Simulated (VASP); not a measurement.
# H2 in VASP: relaxation of the atoms with r2SCAN

Aim: the relaxation of the atoms of H2 with r2SCAN.

Program: VASP 6.6.1. These are calculated values, not measurements. Logs are shortened: lines on timing, memory, paths and dates and some standing lists are left out, and cuts for length are marked.

## Step 1: The cell of the first run

The cell holds a molecule in a box, 2 atoms: a = 9.000 Å, b = 9.500 Å, c = 10.000 Å, α = 90.00°, β = 90.00°, γ = 90.00°.

## Step 2: Relaxation of the atoms, r2SCAN

Input file POSCAR:

```
H
1.0
    9.0000000000      0.0000000000      0.0000000000
    0.0000000000      9.5000000000      0.0000000000
    0.0000000000      0.0000000000     10.0000000000
H
2
Direct
    0.5000000000      0.5000000000      0.4625000000
    0.5000000000      0.5000000000      0.5375000000
```

Input file INCAR.step1:

```
SYSTEM = H
  PREC = Accurate
  ENCUT = 520
  ISMEAR = 1
  SIGMA = 0.02
  LREAL = .FALSE.
  LASPH = .TRUE.
  NELM = 60
  GGA = PE
  ALGO = Normal
  EDIFF = 1E-4
  LWAVE = .TRUE.
  LCHARG = .FALSE.
```

Input file INCAR.step2:

```
SYSTEM = H
  PREC = Accurate
  ENCUT = 520
  EDIFF = 1E-6
  ISMEAR = 1
  SIGMA = 0.02
  LREAL = .FALSE.
  LASPH = .TRUE.
  NELM = 60
  ALGO = Normal
  ISIF = 2
  LWAVE = .FALSE.
  LCHARG = .FALSE.
  METAGGA = R2SCAN
  LMIXTAU = .TRUE.
  IBRION = 2
  NSW = 60
  EDIFFG = -0.01
  ISTART = 1
```

Input file KPOINTS:

```
Automatic mesh
0
G
  1 1 1
  0 0 0
```

Potentials or basis: VASP PAW PBE potentials, release 64 (H).

Command:

```bash
$ cat potpaw_PBE.64/H/POTCAR > POTCAR
$ cp INCAR.step1 INCAR
$ mpirun -np 1 vasp_gam > vasp.out
$ cp INCAR.step2 INCAR
$ mpirun -np 1 vasp_gam > vasp.out
```

OUTCAR:

```text
SYSTEM = H
   PREC = Accurate
   ENCUT = 520
   EDIFF = 1E-6
   ISMEAR = 1
   LREAL = .FALSE.
   LASPH = .TRUE.
   NELM = 60
   ISIF = 2
   METAGGA = R2SCAN
   IBRION = 2
   NSW = 60
   EDIFFG = -0.01
   ISTART = 1

 ion  position               nearest neighbor table
   1  0.500  0.500  0.462-   2 0.75
   2  0.500  0.500  0.538-   1 0.75

  LATTYP: Found a simple orthorhombic cell.
 ALAT       =     9.0000000000
 B/A-ratio  =     1.0555555556
 C/A-ratio  =     1.1111111111

  Lattice vectors:

 A1 = (   9.0000000000,   0.0000000000,   0.0000000000)
 A2 = (   0.0000000000,   9.5000000000,   0.0000000000)
 A3 = (   0.0000000000,   0.0000000000,  10.0000000000)

Analysis of symmetry for initial positions (statically):
=====================================================================
 Subroutine PRICEL returns:
 Original cell was already a primitive cell.

 Routine SETGRP: Setting up the symmetry group for a
 simple orthorhombic supercell.

 Subroutine GETGRP returns: Found  8 space group operations
 (whereof  8 operations were pure point group operations)
 out of a pool of  8 trial point group operations.

The static configuration has the point symmetry D_2h.

Analysis of symmetry for dynamics (positions and initial velocities):
=====================================================================
 Subroutine PRICEL returns:
 Original cell was already a primitive cell.

 Routine SETGRP: Setting up the symmetry group for a
 simple orthorhombic supercell.

 Subroutine GETGRP returns: Found  8 space group operations
 (whereof  8 operations were pure point group operations)
 out of a pool of  8 trial point group operations.

The dynamic configuration has the point symmetry D_2h.

 Subroutine INISYM returns: Found  8 space group operations
 (whereof  8 operations are pure point group operations),
 and found     1 'primitive' translations

----------------------------------------------------------------------------------------

                                     Primitive cell

  volume of cell :     855.0000

  direct lattice vectors                    reciprocal lattice vectors
     9.000000000  0.000000000  0.000000000     0.111111111  0.000000000  0.000000000
     0.000000000  9.500000000  0.000000000     0.000000000  0.105263158  0.000000000
     0.000000000  0.000000000 10.000000000     0.000000000  0.000000000  0.100000000

  length of vectors
     9.000000000  9.500000000 10.000000000     0.111111111  0.105263158  0.100000000

  position of ions in fractional coordinates (direct lattice)
     0.500000000  0.500000000  0.462500000
     0.500000000  0.500000000  0.537500000

  ion indices of the primitive-cell ions
   primitive index   ion index
                 1           1
                 2           2

----------------------------------------------------------------------------------------

 KPOINTS: Automatic mesh

Automatic generation of k-mesh.
 Grid dimensions read from file:
 generate k-points for:    1    1    1

 Generating k-lattice:

  Cartesian coordinates                     Fractional coordinates (reciprocal lattice)
     0.111111111  0.000000000  0.000000000     1.000000000  0.000000000  0.000000000
     0.000000000  0.105263158  0.000000000     0.000000000  1.000000000  0.000000000
     0.000000000  0.000000000  0.100000000     0.000000000  0.000000000  1.000000000

  Length of vectors
     0.111111111  0.105263158  0.100000000

  Shift w.r.t. Gamma in fractional coordinates (k-lattice)
     0.000000000  0.000000000  0.000000000

 Subroutine IBZKPT returns following result:
 ===========================================

 Found      1 irreducible k-points:

 Following reciprocal coordinates:
            Coordinates               Weight
  0.000000  0.000000  0.000000      1.000000
   k-points           NKPTS =      1   k-points in BZ     NKDIM =      1   number of bands    NBANDS=      5
   number of dos      NEDOS =    301   number of ions     NIONS =      2
   total plane-waves  NPLWV = 403200
   dimension x,y,z NGX =    70 NGY =   72 NGZ =   80
   dimension x,y,z NGXF=   140 NGYF=  144 NGZF=  160
   ions per type =               2
   NGX,Y,Z   is equivalent  to a cutoff of  12.93, 12.60, 13.30 a.u.
   NGXF,Y,Z  is equivalent  to a cutoff of  25.86, 25.20, 26.60 a.u.
 SYSTEM =  H
   PREC   = accura    normal or accurate (medium, high low for compatibility)
   ISTART =      1    job   : 0-new  1-cont  2-samecut
   ICHARG =      0    charge: 1-file 2-atom 10-const
   ISPIN  =      1    spin polarized calculation?
   LNONCOLLINEAR =      F non collinear calculations
   LSORBIT =      F    spin-orbit coupling
   LASPH  =      T    aspherical Exc in radial PAW
   ENCUT  =  520.0 eV  38.22 Ry    6.18 a.u.  16.73 17.66 18.59*2*pi/ulx,y,z
   NELM   =     60;   NELMIN=  2; NELMDL=  0     # of ELM steps
   EDIFF  = 0.1E-05   stopping-criterion for ELM
   LREAL  =      F    real-space projection
   EDIFFG = -.1E-01   stopping-criterion for IOM
   NSW    =     60    number of steps for IOM
   IBRION =      2    ionic relax: 0-MD 1-quasi-New 2-CG
   NFREE  =      1    steps in history (QN), initial steepest desc. (CG)
   ISIF   =      2    stress and relaxation
   ISYM   =      2    0-nonsym 1-usesym 2-fastsym
   POTIM  = 0.5000    time-step for ionic-motion
   TEBEG  =    0.0;   TEEND  =   0.0 temperature during run
   PSTRESS=    0.0 pullay stress
   NELECT =       2.0000    total number of electrons
   NUPDOWN=      -1.0000    fix difference up-down
   EMIN   =  10.00;   EMAX   =-10.00  energy-range for DOS
   EFERMI =   0.00;   METHOD = LEGACY
   ISMEAR =     1;   SIGMA  =   0.02  broadening in eV -4-tet -1-fermi 0-gaus
   EFERMI_NEDOS =   21; number of points for ismear=-14 and -15
   IALGO  =     38    algorithm
   IMIX   =      4    mixing-type and parameters
     AMIX     =   0.40;   BMIX     =  1.00
     AMIX_MAG =   1.60;   BMIX_MAG =  1.00
  volume/ion in A,a.u.               =     427.50      2884.91
  Fermi-wavevector in a.u.,A,eV,Ry     =   0.217318  0.410672  0.642565  0.047227
  Thomas-Fermi vector in A             =   0.994036
   LORBIT       =      0    0 simple, 1 ext, 2 COOP (PROOUT), +10 PAW based schemes
   METAGGA = R2SCAN    functional components
   LHFCALC =     F    Hartree Fock is set to
   AEXX    =    0.0000 exact exchange contribution
   IVDW    =     0    specifies the selected vdW correction
   LEPSILON=     F    determine dielectric tensor
   LRPA    =     F    only Hartree local field effects (RPA)
 conjugate gradient relaxation of ions
 non-spin polarized calculation
 Methfessel and Paxton  Order N= 1 SIGMA  =   0.02
  energy-cutoff  :      520.00
  volume of cell :      855.00
 maximum number of plane-waves:     11510
 NGX is ok and might be reduce to    70
   NGX = 33   NGY = 35   NGZ = 37

--------------------------------------- Ionic step        1  -------------------------------------------

 number of electron       2.0000001 magnetization

 Free energy of the ion-electron system (eV)
  ---------------------------------------------------
  ext. energy  EPLUGINS =         0.00000000
  ---------------------------------------------------
  free energy    TOTEN  =        -6.90691720 eV

  energy without entropy =       -6.90807678  energy(sigma->0) =       -6.90730372

 E-fermi : -10.7430     XC(G=0):  -0.0971

 val. band max:      -10.7598721923   @ k =   0.0000   0.0000   0.0000
 cond. band min:       0.0711087081   @ k =   0.0000   0.0000   0.0000
 fundamental gap:     10.8309809003
 Fermi energy:       -10.7430345479

 k-point     1 :       0.0000    0.0000    0.0000
  band No.  band energies     occupation
      1     -10.7599      2.00000
      2       0.0711      0.00000
      3       1.2002      0.00000
      4       1.5737      0.00000
      5       1.6850      0.00000

------------------------ aborting loop because EDIFF is reached ----------------------------------------

  FORCE on cell =-STRESS in cart. coord.  units (eV):
  Direction    XX          YY          ZZ          XY          YZ          ZX
  --------------------------------------------------------------------------------------
  -------------------------------------------------------------------------------------
  Total       -0.0055626     -0.0047793     -0.2512713     -0.0000000      0.0000000      0.0000000
  in kB       -0.0104238     -0.0089560     -0.4708552     -0.0000000      0.0000000      0.0000000
  external PRESSURE =      -0.1634116 kB  Pullay stress =       0.0000000 kB

 VOLUME and BASIS-vectors are now :
 -----------------------------------------------------------------------------
  energy-cutoff  :      520.00
  volume of cell :      855.00
      direct lattice vectors                 reciprocal lattice vectors
     9.000000000  0.000000000  0.000000000     0.111111111  0.000000000  0.000000000
     0.000000000  9.500000000  0.000000000     0.000000000  0.105263158  0.000000000
     0.000000000  0.000000000 10.000000000     0.000000000  0.000000000  0.100000000

 POSITION                                       TOTAL-FORCE (eV/Angst)
 -----------------------------------------------------------------------------------
      4.50000      4.75000      4.62500         0.000000      0.000000      0.311471
      4.50000      4.75000      5.37500         0.000000      0.000000     -0.311471
 -----------------------------------------------------------------------------------
    total drift:                                0.000000      0.000000     -0.000000
[... 57 lines left out ...]
 VOLUME and BASIS-vectors are now :
 -----------------------------------------------------------------------------
  energy-cutoff  :      520.00
  volume of cell :      855.00
      direct lattice vectors                 reciprocal lattice vectors
     9.000000000  0.000000000  0.000000000     0.111111111  0.000000000  0.000000000
     0.000000000  9.500000000  0.000000000     0.000000000  0.105263158  0.000000000
     0.000000000  0.000000000 10.000000000     0.000000000  0.000000000  0.100000000

 POSITION                                       TOTAL-FORCE (eV/Angst)
 -----------------------------------------------------------------------------------
      4.50000      4.75000      4.62951         0.000000      0.000000     -0.015687
      4.50000      4.75000      5.37049         0.000000      0.000000      0.015687
 -----------------------------------------------------------------------------------
    total drift:                                0.000000      0.000000      0.000000

  FREE ENERGIE OF THE ION-ELECTRON SYSTEM (eV)
  ---------------------------------------------------
  free  energy   TOTEN  =        -6.9085781658 eV

  energy  without entropy=       -6.9097377468  energy(sigma->0) =       -6.90896469

--------------------------------------- Ionic step        4  -------------------------------------------

 number of electron       2.0000001 magnetization

 Free energy of the ion-electron system (eV)
  ---------------------------------------------------
  ext. energy  EPLUGINS =         0.00000000
  ---------------------------------------------------
  free energy    TOTEN  =        -6.90857919 eV

  energy without entropy =       -6.90973877  energy(sigma->0) =       -6.90896572

 E-fermi : -10.7637     XC(G=0):   0.0396

 val. band max:      -10.7805226948   @ k =   0.0000   0.0000   0.0000
 cond. band min:       0.2341032463   @ k =   0.0000   0.0000   0.0000
 fundamental gap:     11.0146259411
 Fermi energy:       -10.7636850505

 k-point     1 :       0.0000    0.0000    0.0000
  band No.  band energies     occupation
      1     -10.7805      2.00000
      2       0.2341      0.00000
      3       1.3539      0.00000
      4       1.6713      0.00000
      5       1.8365      0.00000

------------------------ aborting loop because EDIFF is reached ----------------------------------------

  FORCE on cell =-STRESS in cart. coord.  units (eV):
  Direction    XX          YY          ZZ          XY          YZ          ZX
  --------------------------------------------------------------------------------------
  -------------------------------------------------------------------------------------
  Total       -0.0291402     -0.0282870     -0.0355643     -0.0000000      0.0000000      0.0000000
  in kB       -0.0546055     -0.0530067     -0.0666437     -0.0000000      0.0000000      0.0000000
  external PRESSURE =      -0.0580853 kB  Pullay stress =       0.0000000 kB

 VOLUME and BASIS-vectors are now :
 -----------------------------------------------------------------------------
  energy-cutoff  :      520.00
  volume of cell :      855.00
      direct lattice vectors                 reciprocal lattice vectors
     9.000000000  0.000000000  0.000000000     0.111111111  0.000000000  0.000000000
     0.000000000  9.500000000  0.000000000     0.000000000  0.105263158  0.000000000
     0.000000000  0.000000000 10.000000000     0.000000000  0.000000000  0.100000000

 POSITION                                       TOTAL-FORCE (eV/Angst)
 -----------------------------------------------------------------------------------
      4.50000      4.75000      4.62929         0.000000      0.000000      0.000082
      4.50000      4.75000      5.37071         0.000000      0.000000     -0.000082
 -----------------------------------------------------------------------------------
    total drift:                                0.000000      0.000000      0.000000

  FREE ENERGIE OF THE ION-ELECTRON SYSTEM (eV)
  ---------------------------------------------------
  free  energy   TOTEN  =        -6.9085791915 eV

  energy  without entropy=       -6.9097387726  energy(sigma->0) =       -6.90896572

 reached required accuracy - stopping structural energy minimisation
```

Wall time 15 min (1 thread of Intel Xeon Platinum 8375C at 2.90GHz (Ice Lake), shared host); peak memory 0.93 GiB.

What came out:

| Quantity | Value |
| --- | --- |
| Free energy | -6.9086 eV |
| Energy gained by relaxing | 0.8 meV/atom |
| Ionic steps | 4 |
| Gap between the frontier levels | 11.01 eV |

The path:
| step | energy change (eV) | largest force (eV/Å) | pressure (GPa) |
| --- | --- | --- | --- |
| 1 | 0.0000 | 0.3115 | -0.02 |
| 2 | 0.0071 | 0.8372 | 0.03 |
| 3 | -0.0017 | 0.0157 | -0.01 |
| 4 | -0.0017 | 0.0001 | -0.01 |

Final structure:
```
H
1.0
     9.00000    0.00000    0.00000
     0.00000    9.50000    0.00000
     0.00000    0.00000   10.00000
H
2
Direct
  0.50000 0.50000 0.46293
  0.50000 0.50000 0.53707
```

Levels at points of the mesh, in eV from the valence-band top:
```csv
k point,band 1,band 2,band 3,band 4
"(0.00, 0.00, 0.00)",0.00,11.01,12.13,12.45
```

Caveat: the PAW data sets were made with another functional, which shifts forces and pressure a little.
